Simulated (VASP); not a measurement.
# Re (P6_3/mmc) in VASP: further runs

Runs on Re. Level: PBE. Tasks: single point.

Everything below comes from runs of VASP 6.6.1. Logs are shortened: lines on timing, memory, paths and dates and some standing lists are left out, and cuts for length are marked.

## Step 1: The cell of the first run

It takes space group P6_3/mmc (No. 194, hexagonal). Conventional cell: a = 2.661 Å, b = 2.661 Å, c = 4.292 Å, α = 90.00°, β = 90.00°, γ = 120.00°. Within 3.5 Å of Re (site symmetry -6m2) lie 12 Re at 2.64 to 2.66 Å.

## Step 2: Single point, PBE (13.16 Å³/atom)

Contents of INCAR:

```
SYSTEM = Re
PREC = Accurate
ENCUT = 520
EDIFF = 1E-6
ISMEAR = -1
SIGMA = 0.1
LREAL = .FALSE.
LASPH = .TRUE.
NELM = 80
ALGO = Normal
ISIF = 2
LWAVE = .FALSE.
LCHARG = .FALSE.
GGA = PE
NBANDS = 14
```

Contents of KPOINTS:

```
regular mesh
0
G
  21 21 12
  0 0 0
```

Contents of POSCAR:

```
Re
1.0
    2.6610306311      0.0000000000      0.0000000000
   -1.3305153156      2.3045201268      0.0000000000
    0.0000000000      0.0000000000      4.2919758956
Re
2
Direct
    0.3333333333      0.6666666667      0.2500000000
    0.6666666667      0.3333333333      0.7500000000
```

Potentials or basis: VASP PAW PBE potentials, release 64 (Re).

On the command line:

```
cat potpaw_PBE.64/Re/POTCAR > POTCAR
mpirun -np 1 vasp_std > vasp.out
```

OUTCAR:

```text
SYSTEM = Re
   PREC = Accurate
   ENCUT = 520
   EDIFF = 1E-6
   ISMEAR = -1
   LREAL = .FALSE.
   LASPH = .TRUE.
   NELM = 80
   ISIF = 2
   GGA = PE

 ion  position               nearest neighbor table
   1  0.333  0.667  0.250-   2 2.64   2 2.64   2 2.64   2 2.64   2 2.64   2 2.64
   2  0.667  0.333  0.750-   1 2.64   1 2.64   1 2.64   1 2.64   1 2.64   1 2.64

  LATTYP: Found a hexagonal cell.
 ALAT       =     2.6610306311
 C/A-ratio  =     1.6128998462

  Lattice vectors:

 A1 = (   2.6610306311,   0.0000000000,   0.0000000000)
 A2 = (  -1.3305153156,   2.3045201268,   0.0000000000)
 A3 = (   0.0000000000,   0.0000000000,   4.2919758956)

Analysis of symmetry for initial positions (statically):
=====================================================================
 Subroutine PRICEL returns:
 Original cell was already a primitive cell.

 Routine SETGRP: Setting up the symmetry group for a
 hexagonal supercell.

 Subroutine GETGRP returns: Found 24 space group operations
 (whereof 12 operations were pure point group operations)
 out of a pool of 24 trial point group operations.

The static configuration has the point symmetry D_3d.
 The point group associated with its full space group is D_6h.

Analysis of symmetry for dynamics (positions and initial velocities):
=====================================================================
 Subroutine PRICEL returns:
 Original cell was already a primitive cell.

 Routine SETGRP: Setting up the symmetry group for a
 hexagonal supercell.

 Subroutine GETGRP returns: Found 24 space group operations
 (whereof 12 operations were pure point group operations)
 out of a pool of 24 trial point group operations.

The dynamic configuration has the point symmetry D_3d.
 The point group associated with its full space group is D_6h.

 Subroutine INISYM returns: Found 24 space group operations
 (whereof 12 operations are pure point group operations),
 and found     1 'primitive' translations

----------------------------------------------------------------------------------------

                                     Primitive cell

  volume of cell :      26.3201

  direct lattice vectors                    reciprocal lattice vectors
     2.661030631  0.000000000  0.000000000     0.375794246  0.216964909  0.000000000
    -1.330515316  2.304520127  0.000000000     0.000000000  0.433929818  0.000000000
     0.000000000  0.000000000  4.291975896     0.000000000  0.000000000  0.232992921

  length of vectors
     2.661030631  2.661030631  4.291975896     0.433929818  0.433929818  0.232992921

  position of ions in fractional coordinates (direct lattice)
     0.333333333  0.666666667  0.250000000
     0.666666667  0.333333333  0.750000000

  ion indices of the primitive-cell ions
   primitive index   ion index
                 1           1
                 2           2

----------------------------------------------------------------------------------------

 KPOINTS: regular mesh

Automatic generation of k-mesh.
 Grid dimensions read from file:
 generate k-points for:   21   21   12

 Generating k-lattice:

  Cartesian coordinates                     Fractional coordinates (reciprocal lattice)
     0.017894964  0.010331662  0.000000000     0.047619048  0.000000000  0.000000000
     0.000000000  0.020663325  0.000000000     0.000000000  0.047619048  0.000000000
     0.000000000  0.000000000  0.019416077     0.000000000  0.000000000  0.083333333

  Length of vectors
     0.020663325  0.020663325  0.019416077

  Shift w.r.t. Gamma in fractional coordinates (k-lattice)
     0.000000000  0.000000000  0.000000000

 Subroutine IBZKPT returns following result:
 ===========================================

 Found    336 irreducible k-points:

 Following reciprocal coordinates:
            Coordinates               Weight
  0.000000  0.000000  0.000000      1.000000
  0.047619  0.000000  0.000000      6.000000
  0.095238  0.000000  0.000000      6.000000
  0.142857  0.000000  0.000000      6.000000
  0.190476  0.000000  0.000000      6.000000
  0.238095  0.000000  0.000000      6.000000
[... 16 lines left out ...]
  0.142857  0.095238  0.000000     12.000000
  0.190476  0.095238  0.000000     12.000000
 [... further k-points ...]
   k-points           NKPTS =    336   k-points in BZ     NKDIM =    336   number of bands    NBANDS=     14
   number of dos      NEDOS =    301   number of ions     NIONS =      2
   total plane-waves  NPLWV =  12800
   dimension x,y,z NGX =    20 NGY =   20 NGZ =   32
   dimension x,y,z NGXF=    40 NGYF=   40 NGZF=   64
   ions per type =               2
   NGX,Y,Z   is equivalent  to a cutoff of  12.49, 12.49, 12.39 a.u.
   NGXF,Y,Z  is equivalent  to a cutoff of  24.99, 24.99, 24.79 a.u.
 SYSTEM =  Re
   PREC   = accura    normal or accurate (medium, high low for compatibility)
   ISTART =      0    job   : 0-new  1-cont  2-samecut
   ICHARG =      2    charge: 1-file 2-atom 10-const
   ISPIN  =      1    spin polarized calculation?
   LNONCOLLINEAR =      F non collinear calculations
   LSORBIT =      F    spin-orbit coupling
   LASPH  =      T    aspherical Exc in radial PAW
   ENCUT  =  520.0 eV  38.22 Ry    6.18 a.u.   4.95  4.95  7.98*2*pi/ulx,y,z
   NELM   =     80;   NELMIN=  2; NELMDL= -5     # of ELM steps
   EDIFF  = 0.1E-05   stopping-criterion for ELM
   LREAL  =      F    real-space projection
   EDIFFG = 0.1E-04   stopping-criterion for IOM
   NSW    =      0    number of steps for IOM
   IBRION =     -1    ionic relax: 0-MD 1-quasi-New 2-CG
   NFREE  =      0    steps in history (QN), initial steepest desc. (CG)
   ISIF   =      2    stress and relaxation
   ISYM   =      2    0-nonsym 1-usesym 2-fastsym
   POTIM  = 0.5000    time-step for ionic-motion
   TEBEG  =    0.0;   TEEND  =   0.0 temperature during run
   PSTRESS=    0.0 pullay stress
   NELECT =      14.0000    total number of electrons
   NUPDOWN=      -1.0000    fix difference up-down
   EMIN   =  10.00;   EMAX   =-10.00  energy-range for DOS
   EFERMI =   0.00;   METHOD = LEGACY
   ISMEAR =    -1;   SIGMA  =   0.10  broadening in eV -4-tet -1-fermi 0-gaus
   EFERMI_NEDOS =   21; number of points for ismear=-14 and -15
   IALGO  =     38    algorithm
   IMIX   =      4    mixing-type and parameters
     AMIX     =   0.40;   BMIX     =  1.00
     AMIX_MAG =   1.60;   BMIX_MAG =  1.00
  volume/ion in A,a.u.               =      13.16        88.81
  Fermi-wavevector in a.u.,A,eV,Ry     =   1.326442  2.506612 23.938751  1.759449
  Thomas-Fermi vector in A             =   2.455829
   LORBIT       =      0    0 simple, 1 ext, 2 COOP (PROOUT), +10 PAW based schemes
   GGA     = PE    functional components
   LHFCALC =     F    Hartree Fock is set to
   AEXX    =    0.0000 exact exchange contribution
   IVDW    =     0    specifies the selected vdW correction
   LEPSILON=     F    determine dielectric tensor
   LRPA    =     F    only Hartree local field effects (RPA)
 non-spin polarized calculation
  energy-cutoff  :      520.00
  volume of cell :       26.32
 maximum number of plane-waves:       738
 NGX is ok and might be reduce to    20
   NGX =  9   NGY =  9   NGZ = 15

 number of electron      13.9999999 magnetization

 Free energy of the ion-electron system (eV)
  ---------------------------------------------------
  ext. energy  EPLUGINS =         0.00000000
  ---------------------------------------------------
  free energy    TOTEN  =       -24.25910147 eV

  energy without entropy =      -24.21204566  energy(sigma->0) =      -24.23557357

 E-fermi :   9.3416     XC(G=0): -14.3534

 val. band max:        9.3412233981   @ k =   0.4762   0.0476   0.5000
 cond. band min:       9.3425743988   @ k =   0.1429   0.1429   0.4167
 fundamental gap:      0.0013510007
 Fermi energy:         9.3416366581

 k-point     1 :       0.0000    0.0000    0.0000
  band No.  band energies     occupation
      1      -1.3025      2.00000
      2       1.8411      2.00000
      3       7.4216      2.00000
      4       7.4216      2.00000
      5       7.4600      2.00000
      6       8.4282      1.99978
      7       8.4282      1.99978
      8       9.5050      0.32654
      9       9.5050      0.32654
     10      10.2733      0.00018
     11      13.2351      0.00000
     12      13.2351      0.00000
     13      20.9118      0.00000
     14      23.5904      0.00000

 k-point     2 :       0.0476    0.0000    0.0000
  band No.  band energies     occupation
      1      -1.1955      2.00000
      2       1.9423      2.00000
      3       7.0695      2.00000
      4       7.5208      2.00000
      5       7.7730      2.00000
      6       8.3466      1.99990
      7       8.5227      1.99944
      8       9.3266      1.07506
      9       9.4157      0.64576
     10       9.9115      0.00668
     11      13.3006      0.00000
     12      13.7722      0.00000
     13      20.9289      0.00000
     14      23.8392      0.00000

 k-point     3 :       0.0952    0.0000    0.0000
  band No.  band energies     occupation
      1      -0.8824      2.00000
      2       2.2309      2.00000
      3       6.6443      2.00000
      4       7.8161      2.00000
      5       8.0265      2.00000
      6       8.2148      1.99997
      7       8.5753      1.99906
      8       8.8033      1.99086
      9       9.1747      1.68305
     10       9.5361      0.25025
     11      13.4710      0.00000
     12      14.8984      0.00000
     13      20.9441      0.00000
     14      24.5497      0.00000
[... 324 lines left out ...]
 k-point    23 :       0.1429    0.0952    0.0000
  band No.  band energies     occupation
      1       0.5232      2.00000
      2       3.3610      2.00000
      3       5.5560      2.00000
      4       6.3525      2.00000
      5       7.4334      2.00000
      6       7.8723      2.00000
      7       8.9915      1.94146
      8       9.2768      1.31321
      9       9.3671      0.87340
     10      10.3846      0.00006
     11      13.8367      0.00000
     12      18.1351      0.00000
     13      20.6367      0.00000
     14      26.9613      0.00000

 k-point    24 :       0.1905    0.0952    0.0000
  band No.  band energies     occupation
      1       1.2266      2.00000
      2       3.6576      2.00000
      3       5.3906      2.00000
      4       5.5360      2.00000
      5       7.2871      2.00000
      6       7.5357      2.00000
      7       9.0063      1.93244
      8       9.5139      0.30307
      9      10.2336      0.00027
     10      11.2627      0.00000
     11      13.9662      0.00000
     12      19.4204      0.00000
     13      20.3863      0.00000
     14      26.4110      0.00000

 [... further k-points ...]

------------------------ aborting loop because EDIFF is reached ----------------------------------------

  FORCE on cell =-STRESS in cart. coord.  units (eV):
  Direction    XX          YY          ZZ          XY          YZ          ZX
  --------------------------------------------------------------------------------------
  -------------------------------------------------------------------------------------
  Total       10.2279767     10.2279767     10.3149311     -0.0000000      0.0000000     -0.0000000
  in kB      622.6050799    622.6050799    627.8982308     -0.0000000      0.0000000     -0.0000000
  external PRESSURE =     624.3694635 kB  Pullay stress =       0.0000000 kB

 VOLUME and BASIS-vectors are now :
 -----------------------------------------------------------------------------
  energy-cutoff  :      520.00
  volume of cell :       26.32
      direct lattice vectors                 reciprocal lattice vectors
     2.661030631  0.000000000  0.000000000     0.375794246  0.216964909  0.000000000
    -1.330515316  2.304520127  0.000000000     0.000000000  0.433929818  0.000000000
     0.000000000  0.000000000  4.291975896     0.000000000  0.000000000  0.232992921

 POSITION                                       TOTAL-FORCE (eV/Angst)
 -----------------------------------------------------------------------------------
     -0.00000      1.53635      1.07299         0.000000     -0.000000      0.000000
      1.33052      0.76817      3.21898        -0.000000      0.000000      0.000000
 -----------------------------------------------------------------------------------
    total drift:                               -0.000000      0.000000     -0.000000

  FREE ENERGIE OF THE ION-ELECTRON SYSTEM (eV)
  ---------------------------------------------------
  free  energy   TOTEN  =       -24.2591014686 eV

  energy  without entropy=      -24.2120456619  energy(sigma->0) =      -24.23557357
```

Run time: 2 min. Hardware: 1 thread of Intel Xeon 8259CL, shared host; peak memory 0.23 GiB.

What came out:

| Quantity | Value |
| --- | --- |
| Free energy | -24.2591 eV |
| Pressure | 62.4 GPa |
| Band gap on the k mesh | zero (bands 7 and 8 overlap by 4.02 eV) |

Caveat: the cell stands under pressure; spin-orbit coupling is left out, which moves the levels of the heavy elements.

## Step 3: Single point, PBE (13.76 Å³/atom)

This run uses another cell than the first one, of 13.76 Å³/atom.

Contents of INCAR:

```
SYSTEM = Re
PREC = Accurate
ENCUT = 520
EDIFF = 1E-6
ISMEAR = -1
SIGMA = 0.1
LREAL = .False.
LASPH = .True.
NELM = 80
ALGO = Normal
ISIF = 2
LWAVE = .False.
LCHARG = .False.
GGA = PE
NBANDS = 14
```

Contents of KPOINTS:

```
regular mesh
0
Gamma
  21 21 12
  0 0 0
```

Contents of POSCAR:

```
Re
1.0
    2.7007533625      0.0000000000      0.0000000000
   -1.3503766813      2.3389210213      0.0000000000
    0.0000000000      0.0000000000      4.3560446830
Re
2
Direct
    0.3333333333      0.6666666667      0.2500000000
    0.6666666667      0.3333333333      0.7500000000
```

Potentials or basis: VASP PAW PBE potentials, release 64 (Re).

On the command line:

```
cat potpaw_PBE.64/Re/POTCAR > POTCAR
mpirun -np 1 vasp_std > vasp.out
```

OUTCAR:

```text
SYSTEM = Re
   PREC = Accurate
   ENCUT = 520
   EDIFF = 1E-6
   ISMEAR = -1
   LREAL = .False.
   LASPH = .True.
   NELM = 80
   ISIF = 2
   GGA = PE

 ion  position               nearest neighbor table
   1  0.333  0.667  0.250-   2 2.68   2 2.68   2 2.68   2 2.68   2 2.68   2 2.68
   2  0.667  0.333  0.750-   1 2.68   1 2.68   1 2.68   1 2.68   1 2.68   1 2.68

  LATTYP: Found a hexagonal cell.
 ALAT       =     2.7007533625
 C/A-ratio  =     1.6128998462

  Lattice vectors:

[... 596 lines left out ...]

------------------------ aborting loop because EDIFF is reached ----------------------------------------

  FORCE on cell =-STRESS in cart. coord.  units (eV):
  Direction    XX          YY          ZZ          XY          YZ          ZX
  --------------------------------------------------------------------------------------
  -------------------------------------------------------------------------------------
  Total        6.2825127      6.2825127      6.3448617     -0.0000000     -0.0000000      0.0000000
  in kB      365.8062717    365.8062718    369.4366149     -0.0000000     -0.0000000      0.0000000
  external PRESSURE =     367.0163861 kB  Pullay stress =       0.0000000 kB

 VOLUME and BASIS-vectors are now :
 -----------------------------------------------------------------------------
  energy-cutoff  :      520.00
  volume of cell :       27.52
      direct lattice vectors                 reciprocal lattice vectors
     2.700753362  0.000000000  0.000000000     0.370267057  0.213773785  0.000000000
    -1.350376681  2.338921021  0.000000000     0.000000000  0.427547570  0.000000000
     0.000000000  0.000000000  4.356044683     0.000000000  0.000000000  0.229566057

 POSITION                                       TOTAL-FORCE (eV/Angst)
 -----------------------------------------------------------------------------------
     -0.00000      1.55928      1.08901        -0.000000      0.000000      0.000000
      1.35038      0.77964      3.26703         0.000000     -0.000000      0.000000
 -----------------------------------------------------------------------------------
    total drift:                               -0.000000      0.000000     -0.000000

  FREE ENERGIE OF THE ION-ELECTRON SYSTEM (eV)
  ---------------------------------------------------
  free  energy   TOTEN  =       -24.6265487086 eV

  energy  without entropy=      -24.5768074539  energy(sigma->0) =      -24.60167808
```

stdout:

```text
POSCAR found type information on POSCAR Re
 POSCAR found :  1 types and       2 ions
 scaLAPACK will be used
 LDA part: xc-table for (Slater+PW92), standard interpolation
 POSCAR, INCAR and KPOINTS ok, starting setup
 FFT: planning ... GRIDC
 FFT: planning ... GRID_SOFT
 FFT: planning ... GRID
 WAVECAR not read
 entering main loop
```

Wall time 2 min (1 thread of Intel Xeon 8259CL, shared host); peak memory 0.23 GiB.

Results:

| Quantity | Value |
| --- | --- |
| Free energy | -24.6265 eV |
| Pressure | 36.7 GPa |
| Band gap on the k mesh | zero (bands 7 and 8 overlap by 3.68 eV) |

Stress tensor (GPa, compression positive):
```
36.58  0.00  0.00
 0.00 36.58  0.00
 0.00  0.00 36.94
```

Levels at points of the mesh, in eV from the Fermi level:
| k point | band 5 | band 6 | band 7 | band 8 | band 9 | band 10 |
| --- | --- | --- | --- | --- | --- | --- |
| (0.00, 0.00, 0.00) | -1.75 | -0.84 | -0.84 | 0.17 | 0.17 | 0.79 |
| (0.00, 0.00, 0.50) | -1.92 | -1.92 | -1.92 | -1.92 | 2.81 | 2.81 |

Caveat: the cell stands under pressure; spin-orbit coupling is left out, which moves the levels of the heavy elements.

(Continued in part 2 of 2.)
